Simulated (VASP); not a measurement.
NaF (Villiaumite), 2 atoms in the cell. It takes space group Fm-3m (No. 225, cubic). Conventional cell: a = 4.640 Å, b = 4.640 Å, c = 4.640 Å, α = 90.00°, β = 90.00°, γ = 90.00°. Within 3.1 Å of Na (site symmetry m-3m) lie 6 F at 2.32 Å. F (site symmetry m-3m) has 6 Na at 2.32 Å within 3.1 Å. 

| Item | Value |
| --- | --- |
| Program | VASP 6.6.1 |
| Task | relaxation of cell and atoms |
| Functional | PBE |
| Potentials or basis | VASP PAW PBE potentials, release 64 (Na_pv, F) |
| Cutoff | 600 eV |
| k mesh | 8 × 8 × 8 |
| Occupations | gaussian, width 0.02 eV |
| Spin | no spin polarisation |
| Dipole correction | no |
| Further INCAR settings | ALGO = Normal; EDIFF = 1e-07; IBRION = 2; EDIFFG = -0.005; NSW = 100; ISIF = 3 |

Potentials or basis: VASP PAW PBE potentials, release 64 (Na_pv, F).

Launch:

```console
$ cat potpaw_PBE.64/Na_pv/POTCAR potpaw_PBE.64/F/POTCAR > POTCAR
$ mpirun -np 1 vasp_std > vasp.out
```

Hardware: 1 thread of Intel(R) Xeon(R) Platinum 8259CL CPU @ 2.50GHz (Skylake/Cascade Lake), on a shared host.

Question: Estimate the wall time of this run.

Answer: Wall time 33 s on 1 thread of Intel(R) Xeon(R) Platinum 8259CL CPU @ 2.50GHz (Skylake/Cascade Lake) (shared host), peak memory 0.15 GiB. Counts: scf iterations 37, k points 29, ion steps 4.
